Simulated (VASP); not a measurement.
Write the native input for VASP 6.6.1 that does the following.

- Task: single point
- Functional: LDA
- Potentials or basis: VASP PAW LDA potentials, release 64 (Al, Ga_d, N)
- Cutoff: 520 eV
- k mesh: 8 × 8 × 6
- Occupations: gaussian, width 0.02 eV
- Spin: no spin polarisation
- Dipole correction: no
- Further INCAR settings: ALGO = Normal; EDIFF = 1e-06; NBANDS = 21

The structure of AlGaN2 lies in POSCAR:

```
AlGaN2
1.0
    3.1152864669      0.0000000000      0.0000000000
    0.0000000000      3.1152864669      0.0000000000
    0.0000000000      0.0000000000      4.3843302008
Al Ga N
1 1 2
Direct
    0.5000000000      0.5000000000      0.5000000000
    0.0000000000      0.0000000000      0.0000000000
    0.5000000000      0.0000000000      0.7400513254
    0.0000000000      0.5000000000      0.2599486746
```

One way to write it, as run:

INCAR

```
SYSTEM = AlGaN2
  ALGO = Normal
  EDIFF = 1E-6
  ENCUT = 520
  GGA = CA
  ISIF = 2
  ISMEAR = 0
  LASPH = .True.
  LCHARG = .False.
  LREAL = .False.
  LWAVE = .False.
  NBANDS = 21
  NELM = 60
  PREC = Accurate
  SIGMA = 0.02
```

KPOINTS

```
k-points
0
Gamma
  8 8 6
  0 0 0
```

Potentials or basis: VASP PAW LDA potentials, release 64 (Al, Ga_d, N).

Run with:

```sh
$ cat potpaw_LDA.64/Al/POTCAR potpaw_LDA.64/Ga_d/POTCAR potpaw_LDA.64/N/POTCAR > POTCAR
$ mpirun -np 1 vasp_std > vasp.out
```

Results of the run:

| Quantity | Value |
| --- | --- |
| Pressure | 0.9 GPa |
| Largest force | 0.030 eV/Å |
| Band gap on the k mesh | 3.07 eV, direct |

Run time: 14 s on 1 thread of Intel(R) Xeon(R) 6975P-C (Granite Rapids) (shared host), peak memory 0.17 GiB.
